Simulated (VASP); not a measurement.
Crystal: HfO2.

```xyz
12
Lattice="5.1180 0.0000 0.0000 0.0000 5.1857 0.0000 -0.8587 0.0000 5.2139" Properties=species:S:1:pos:R:3 pbc="T T T"
Hf    0.8021    2.3870    3.6914
Hf    3.0279    4.9798    4.1294
Hf    3.4573    2.7987    1.5224
Hf    1.2314    0.2059    1.0845
O    -0.3473    0.8733    4.4146
O     4.1773    3.4661    3.4062
O     4.6066    4.3124    0.7993
O     0.0821    1.7196    1.8076
O     1.4549    3.8473    5.1101
O     2.3751    1.2544    2.7107
O     2.8045    1.3384    0.1038
O     1.8842    3.9313    2.5032
```

Program: VASP 6.6.1. Alike in all runs: task single point; potentials or basis VASP PAW PBE potentials, release 64 (Hf_pv, O); no spin polarisation; cell as given; cutoff (eV) 520.

Task: Order these runs on this cell by their band gap on the k mesh, lowest first.
A. level PBE; k mesh 5 × 5 × 5; smearing gaussian 0.013 eV
B. level SVWN5; k mesh 5 × 5 × 5; smearing fermi-dirac 0.05 eV
C. level r2SCAN; k mesh 4 × 4 × 4; smearing fermi-dirac 0.05 eV

Result: B (3.98 eV), A (4.16 eV), C (4.62 eV).

Caveats: spin-orbit coupling is left out, which moves the levels of the heavy elements; the cell stands under tension (at least some runs); an odd mesh through Γ misses points on the zone boundary, where band edges can lie (at least some runs).

A k mesh can miss the band edges, odd and even meshes differently.
